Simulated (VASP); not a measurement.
A run of VASP 6.6.1:

The input INCAR:

```
PREC = Accurate ; ENCUT = 520
EDIFF = 1E-6 ; ISMEAR = 0
SIGMA = 0.02 ; LREAL = Auto
LASPH = T ; NELM = 60
ALGO = Normal ; ISIF = 2
LWAVE = F ; LCHARG = F
GGA = PE ; NBANDS = 79
NELECT = 130.0
```

File KPOINTS:

```
regular mesh
0
Gamma
  2 2 2
```

POSCAR

```
Zn7O8
1.0
   -3.2417000000     -5.6147890000      0.0000000000
    4.8625500000     -2.8073950000      0.0000000000
    0.0000000000      0.0000000000      5.1876000000
Zn O
7 8
Direct
    0.4955872032      0.3362214700     -0.0001937143
    0.4936341970      0.6699474531      0.5029133892
    0.2488195908      0.1585040018      0.4989626116
    0.0020492777      0.3361992791     -0.0001816205
    0.0040496335      0.6699762275      0.5029442796
    0.7487988807      0.8382949171      0.0082574213
    0.7488225727      0.1704776800      0.5041497043
    0.4986787129      0.3343580097      0.3774507135
    0.5315029997      0.6514380397      0.8675520804
    0.2488460561      0.8324575497      0.4037216970
    0.2488084735      0.2091554669      0.8627536498
   -0.0009899812      0.3343810799      0.3774697508
   -0.0339049143      0.6514069720      0.8675490750
    0.7488482035      0.8357133158      0.3837244235
    0.7488186941      0.1669783377      0.8859852387
```

Potentials or basis: VASP PAW PBE potentials, release 64 (Zn, O).

Run with:

```sh
$ cat potpaw_PBE.64/Zn/POTCAR potpaw_PBE.64/O/POTCAR > POTCAR
$ mpirun -np 1 vasp_std > vasp.out
```

Hardware: 1 thread of AMD EPYC 7R13 Processor (Zen 3), on a shared host.

Task: How long does it take, and how much memory?

Result: Run time: 4.9 min on 1 thread of AMD EPYC 7R13 Processor (Zen 3) (shared host), peak memory 0.27 GiB. Counts: scf iterations 23, k points 8.
